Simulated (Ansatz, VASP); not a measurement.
KTaO3: VASP beside Ansatz

INCAR

```
PREC     = Accurate       # precision mode
ENCUT    = 520            # plane-wave cutoff, eV
EDIFF    = 1E-7           # SCF threshold, eV
ISMEAR   = 0              # smearing method
SIGMA    = 0.05           # smearing width, eV
LREAL    = False          # projectors in reciprocal space
LASPH    = True           # aspherical terms in the spheres
NELM     = 80             # most SCF steps
ALGO     = Normal         # electronic algorithm
ISIF     = 2              # what is computed and relaxed
LWAVE    = False          # write WAVECAR
LCHARG   = False          # write CHGCAR
GGA      = PE             # functional
NBANDS   = 27             # bands
```

File KPOINTS:

```
Automatic mesh
0
Gamma
  8 8 8
```

Contents of POSCAR:

```
KTaO3
1.0
    3.7531339940      0.0000000000      0.0000000000
    0.0000000000      3.7531339940      0.0000000000
    0.0000000000      0.0000000000      4.5037607928
K Ta O
1 1 3
Direct
    0.5000000000      0.5000000000      0.5000000000
    0.0000000000      0.0000000000      0.0000000000
    0.5000000000      0.0000000000      0.0000000000
    0.0000000000      0.5000000000      0.0000000000
    0.0000000000      0.0000000000      0.5000000000
```

Input for Ansatz:

```yaml
crystal:
  lattice:
    - [3.753133994, 0.0, 0.0]
    - [0.0, 3.753133994, 0.0]
    - [0.0, 0.0, 4.5037607928]
  atoms:
    - { symbol: K, position: [0.5, 0.5, 0.5] }
    - { symbol: Ta, position: [0.0, 0.0, 0.0] }
    - { symbol: O, position: [0.5, 0.0, 0.0] }
    - { symbol: O, position: [0.0, 0.5, 0.0] }
    - { symbol: O, position: [0.0, 0.0, 0.5] }
basis:
  ecutwfc: 420
kpoints:
  mp_grid: { grid: [8, 8, 8] }
hamiltonian:
  xc: pbe
scf:
  occupations: { method: gaussian, width: 0.05 }
output:
  forces: true
  stress: true
  eigenvalues: true
```

Alike in both runs: task single point; functional PBE; k mesh 8 × 8 × 8; occupations gaussian, width 0.05 eV; no spin polarisation.

```csv
,VASP,Ansatz
version,VASP 6.6.1,Ansatz 0.2.0
potentials or method,"VASP PAW PBE potentials, release 64 (K_sv, Ta_pv, O), cutoff 520 eV","scalar-relativistic, plane waves, PAW"
valence electrons in the cell,38,40
```

|  | VASP | Ansatz | Ansatz less VASP |
| --- | --- | --- | --- |
| gap on the k mesh at the Fermi level (eV) | 1.81 | 1.85 | +0.038 |
| least direct gap on the mesh (eV) | 2.04 | 2.07 | +0.034 |
| pressure (GPa) | 18.4 | 17.4 | -0.96 |
| traceless stress, the component that is largest in VASP (GPa) | -40.01 | -39.29 | +0.719 |

With one functional, cell and mesh, what is left measures potentials, basis and numerics. VASP's potentials hold 38 valence electrons a cell and Ansatz's 40, so a difference there can come from the potentials and not from the codes.

Neither program's run includes spin-orbit coupling.
